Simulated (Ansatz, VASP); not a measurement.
# Two plane-wave programs on P

File INCAR:

```
SYSTEM = P
PREC     = Accurate       ! precision mode
ENCUT    = 520            ! plane-wave cutoff, eV
EDIFF    = 1E-6           ! SCF threshold, eV
ISMEAR   = 0              ! smearing method
SIGMA    = 0.15           ! smearing width, eV
LREAL    = .False.        ! projectors in reciprocal space
LASPH    = .True.         ! aspherical terms in the spheres
NELM     = 100            ! most SCF steps
ALGO     = Fast           ! electronic algorithm
ISIF     = 2              ! what is computed and relaxed
LWAVE    = .False.        ! write WAVECAR
LCHARG   = .True.         ! write CHGCAR
GGA      = PS             ! functional
LELF     = .True.         ! ELF
LVHAR    = .True.       
NBANDS   = 12             ! bands
```

The input KPOINTS:

```
Automatic mesh
0
Gamma
  18 18 18
  0 0 0
```

Contents of POSCAR:

```
P
1.0
   -1.6238496414      2.4145584358      2.0076596667
    1.6238496414     -2.4145584358      2.0076596667
    1.6238496414      2.4145584358     -2.0076596667
P
2
Direct
    0.8033091100      0.0533091100      0.7500000000
    0.1966908900      0.9466908900      0.2500000000
```

Input for Ansatz:

```yaml
crystal:
  lattice:
    - [-1.6238496414, 2.4145584358, 2.0076596667]
    - [1.6238496414, -2.4145584358, 2.0076596667]
    - [1.6238496414, 2.4145584358, -2.0076596667]
  atoms:
    - { symbol: P, position: [0.80330911, 0.05330911, 0.75] }
    - { symbol: P, position: [0.19669089, 0.94669089, 0.25] }
basis:
  ecutwfc: 420
kpoints:
  mp_grid: { grid: [18, 18, 18] }
hamiltonian:
  xc: pbesol
scf:
  occupations: { method: gaussian, width: 0.15 }
output:
  forces: true
  stress: true
  eigenvalues: true
```

Change from the starting cell: strain -0.040 along x and y, +0.080 along z, atoms carried along.

Alike in both runs: task single point; functional PBEsol; k mesh 18 × 18 × 18; occupations gaussian, width 0.15 eV; no spin polarisation.

|  | VASP | Ansatz |
| --- | --- | --- |
| version | VASP 6.6.1 | Ansatz 0.2.0 |
| potentials or method | VASP PAW PBE potentials, release 64 (P), cutoff 520 eV | scalar-relativistic, plane waves, PAW |
| valence electrons in the cell | 10 | 10 |

```csv
,VASP,Ansatz,Ansatz less VASP
gap on the k mesh at the Fermi level (eV),none,none,-
pressure (GPa),0.6,0.6,-0.05
"traceless stress, the component that is largest in VASP (GPa)",-8.04,-7.90,+0.140
rms of the force components (eV/Å),0.090,0.070,-0.0202
```

VASP's potentials were made for PBE, not for PBEsol. Atom by atom the forces differ by 0.020 eV/Å (rms over components). A gap of «none» marks a metal or a gap that the smearing closes. The functional is the same, so the differences come from potentials, cutoffs and numerics.
